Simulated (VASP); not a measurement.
# CsO (Immm) in VASP: further runs, part 2 of 2

VASP 6.6.1. Earlier steps stand in the parts before.

## 4. Single point, LDA (shortest bond scaled by 0.75)

INCAR reads:

```
ALGO = Normal
EDIFF = 1E-7
ENCUT = 520
ISIF = 2
ISMEAR = -1
LASPH = T
LCHARG = T
LELF = T
LREAL = F
LVHAR = T
LWAVE = F
NBANDS = 23
NELM = 100
PREC = Accurate
SIGMA = 0.03
```

KPOINTS reads:

```
k-points
0
Gamma
  6 6 6
```

POSCAR reads:

```
CsO
1.0
   -2.1668547950      3.2186837237      3.7788316351
    2.1668547950     -3.2186837237      3.7788316351
    2.1668547950      3.2186837237     -3.7788316351
Cs O
2 2
Direct
    0.2535603300      0.2535603300      0.0000000000
    0.7464396700      0.7464396700      0.0000000000
    0.5878976000      0.0000000000      0.5878976000
    0.4121024000      0.0000000000      0.4121024000
```

Potentials or basis: VASP PAW LDA potentials, release 64 (Cs_sv, O).

The run is started by

```
$ cat potpaw_LDA.64/Cs_sv/POTCAR potpaw_LDA.64/O/POTCAR > POTCAR
$ mpirun -np 1 vasp_std > vasp.out
```

OUTCAR:

```text
EDIFF = 1E-7
   ENCUT = 520
   ISIF = 2
   ISMEAR = -1
   LASPH = T
   LREAL = F
   NELM = 100
   PREC = Accurate

 ion  position               nearest neighbor table
   1  0.254  0.254  0.000-
   2  0.746  0.746  0.000-
   3  0.588  0.000  0.588-   4 1.13
   4  0.412  0.000  0.412-   3 1.13

  LATTYP: Found a body centered orthorhombic cell.
 ALAT       =     4.3337095900
 B/A-ratio  =     1.4854173575
 C/A-ratio  =     1.7439247170

  Lattice vectors:

 A1 = (  -2.1668547950,   3.2186837237,   3.7788316351)
 A2 = (   2.1668547950,  -3.2186837237,   3.7788316351)
 A3 = (   2.1668547950,   3.2186837237,  -3.7788316351)

Analysis of symmetry for initial positions (statically):
=====================================================================
 Subroutine PRICEL returns:
 Original cell was already a primitive cell.

 Routine SETGRP: Setting up the symmetry group for a
 body centered orthorhombic supercell.

[... 165 lines left out ...]
  free energy    TOTEN  =       -15.19550230 eV

  energy without entropy =      -15.19501156  energy(sigma->0) =      -15.19525693

 E-fermi :   3.7810     XC(G=0):  -8.8503

 val. band max:        3.7801280251   @ k =   0.0000   0.0000   0.0000
 cond. band min:       3.9904565896   @ k =   0.1667   0.0000  -0.0000
 fundamental gap:      0.2103285645
 Fermi energy:         3.7810237954

 k-point     1 :       0.0000    0.0000    0.0000
  band No.  band energies     occupation
      1     -25.0910      2.00000
      2     -19.6536      2.00000
      3     -19.2736      2.00000
      4      -9.9618      2.00000
      5      -7.0733      2.00000
      6      -6.9188      2.00000
[... 613 lines left out ...]
     22       8.9422      0.00000
     23       9.4362      0.00000

 [... further k-points ...]

------------------------ aborting loop because EDIFF is reached ----------------------------------------

  FORCE on cell =-STRESS in cart. coord.  units (eV):
  Direction    XX          YY          ZZ          XY          YZ          ZX
  --------------------------------------------------------------------------------------
  -------------------------------------------------------------------------------------
  Total       -1.2543862     23.5774455     -1.7817182      0.0000000      0.0000000      0.0000000
  in kB      -19.0640948    358.3287745    -27.0784601      0.0000000      0.0000000      0.0000000
  external PRESSURE =     104.0620732 kB  Pullay stress =       0.0000000 kB

 VOLUME and BASIS-vectors are now :
 -----------------------------------------------------------------------------
  energy-cutoff  :      520.00
  volume of cell :      105.42
      direct lattice vectors                 reciprocal lattice vectors
    -2.166854795  3.218683724  3.778831635     0.000000000  0.155343004  0.132316030
     2.166854795 -3.218683724  3.778831635     0.230749195  0.000000000  0.132316030
     2.166854795  3.218683724 -3.778831635     0.230749195  0.155343004  0.000000000

 POSITION                                       TOTAL-FORCE (eV/Angst)
 -----------------------------------------------------------------------------------
      0.00000      0.00000      1.91632        -0.000000     -0.000000      0.019806
      0.00000      0.00000      5.64134         0.000000      0.000000     -0.019806
      0.00000      3.78451      0.00000        -0.000000     22.452352      0.000000
      0.00000      2.65285      0.00000        -0.000000    -22.452352     -0.000000
 -----------------------------------------------------------------------------------
    total drift:                               -0.000000      0.000000      0.000000

  FREE ENERGIE OF THE ION-ELECTRON SYSTEM (eV)
  ---------------------------------------------------
  free  energy   TOTEN  =       -15.1955023016 eV

  energy  without entropy=      -15.1950115621  energy(sigma->0) =      -15.19525693
```

It took 2.7 min on 1 thread of Intel Xeon Platinum 8259CL at 2.50GHz (Skylake/Cascade Lake), shared host; peak memory 0.25 GiB.

What came out:

```
Free energy            : -15.1955 eV
Pressure               : 10.4 GPa
Largest force          : 22.452 eV/Å
Band gap on the k mesh : zero (filled and empty bands touch)
```

Forces in eV/Å, atoms in the order of the input:
```
Cs    0.000   0.000   0.020
Cs    0.000   0.000  -0.020
O     0.000  22.452   0.000
O     0.000 -22.452   0.000
```

Levels at points of the mesh, in eV from the Fermi level:
```
           k point  band 12  band 13  band 14  band 15  band 16  band 17  band 18  band 19
(0.00, 0.00, 0.00)    -8.06    -8.00    -0.85     0.00     0.00     1.04     1.12     2.11
(0.50, 0.00, 0.00)    -7.95    -7.93    -0.56    -0.47     0.84     1.90     3.04     3.36
(0.00, 0.50, 0.00)    -7.81    -7.65    -0.89    -0.53     0.95     3.42     3.52     3.72
(0.50, 0.50, 0.00)    -7.92    -7.73    -1.03    -1.01     1.01     1.44     2.22     2.97
(0.50, 0.50, 0.50)    -7.96    -7.90    -0.60    -0.41     0.23     1.45     1.98     3.11
```

Caveat: the cell differs from its parent crystal (shortest bond scaled by 0.75); the standard files for N, O and F lose accuracy on very short bonds; the stress differs along the axes, from -3 to 36 GPa; spin-orbit coupling is left out, which moves the levels of the heavy elements; forces of over 1 eV/Å act on the atoms, so gaps and moduli don't describe the material at rest.

## 5. Single point, LDA (shortest bond scaled by 0.62)

INCAR reads:

```
SYSTEM = CsO
ALGO = Normal
EDIFF = 1E-6
ENCUT = 520
ISIF = 2
ISMEAR = -1
LASPH = .True.
LCHARG = .False.
LREAL = .False.
LWAVE = .False.
NBANDS = 23
NELM = 60
PREC = Accurate
SIGMA = 0.03
```

KPOINTS reads:

```
k-points
0
Gamma
  6 6 6
  0 0 0
```

POSCAR, as its differences from that of step 4:

```diff
@@ -10,3 +10,3 @@
     0.7464396700      0.7464396700      0.0000000000
-    0.5878976000      0.0000000000      0.5878976000
-    0.4121024000      0.0000000000      0.4121024000
+    0.5726620160      0.0000000000      0.5726620160
+    0.4273379840      0.0000000000      0.4273379840
```

The run is started by

```
$ cat potpaw_LDA.64/Cs_sv/POTCAR potpaw_LDA.64/O/POTCAR > POTCAR
$ mpirun -np 1 vasp_std > vasp.out
```

Wall time 2.4 min (1 thread of Intel Xeon Platinum 8259CL at 2.50GHz (Skylake/Cascade Lake), shared host); peak memory 0.25 GiB.

The run converged. Its results:

```
Free energy            : -6.3483 eV
Pressure               : 36.7 GPa
Largest force          : 78.577 eV/Å
Band gap on the k mesh : zero (bands 15 and 16 overlap by 0.01 eV)
```

Forces in eV/Å, atoms in the order of the input:
```
Cs    0.000   0.000  -0.257
Cs    0.000   0.000   0.257
O     0.000  78.577   0.000
O     0.000 -78.577   0.000
```

Stress tensor (GPa, compression positive):
```
  1.07   0.00   0.00
  0.00 109.61   0.00
  0.00   0.00  -0.49
```

Levels at points of the mesh, in eV from the Fermi level:
```tsv
k point	band 13	band 14	band 15	band 16	band 17	band 18
(0.00, 0.00, 0.00)	-9.53	-0.57	-0.36	0.35	0.69	0.77
(0.50, 0.00, 0.00)	-9.40	-0.21	-0.16	0.53	1.54	2.58
(0.00, 0.50, 0.00)	-9.42	-0.61	-0.27	0.69	3.22	3.33
(0.50, 0.50, 0.00)	-9.51	-0.88	-0.83	0.67	1.38	1.83
(0.50, 0.50, 0.50)	-9.38	-0.29	-0.03	-0.01	0.87	1.59
```

Caveat: the cell differs from its parent crystal (shortest bond scaled by 0.62); the standard files for N, O and F lose accuracy on very short bonds; the stress differs along the axes, from -0 to 110 GPa; spin-orbit coupling is left out, which moves the levels of the heavy elements; forces of over 1 eV/Å act on the atoms, so gaps and moduli don't describe the material at rest.

## 6. The runs side by side

| cell | gap on the mesh (eV) | pressure (GPa) | largest force (eV/Å) |
| --- | --- | --- | --- |
| as given, shortest bond scaled by 0.9 | 1.04 | -0.3 | 3.66 |
| as given, shortest bond scaled by 0.75 | none | 10.4 | 22.45 |
| as given, shortest bond scaled by 0.62 | none | 36.7 | 78.58 |

Some of these runs hold the atoms at other places in the same cell, which the table doesn't show; runs alike in all that it shows share one row.

Alike in all rows: task single point; level LDA; potentials or basis VASP PAW LDA potentials, release 64 (Cs_sv, O); no spin polarisation; k mesh 6 × 6 × 6; cutoff (eV) 520; smearing fermi-dirac 0.03 eV.

Caveats: spin-orbit coupling is left out, which moves the levels of the heavy elements; forces of over 1 eV/Å act on the atoms, so gaps and moduli don't describe the material at rest; the standard files for N, O and F lose accuracy on very short bonds (at least some runs); the stress differs along the axes, from -3 to 5 GPa (at least some runs); the stress differs along the axes, from -3 to 36 GPa (at least some runs); the stress differs along the axes, from -0 to 110 GPa (at least some runs).

Absolute energies hang on the potentials; compare differences alone.

The gap in the log of VASP goes by the Fermi energy; the results here count the filled bands.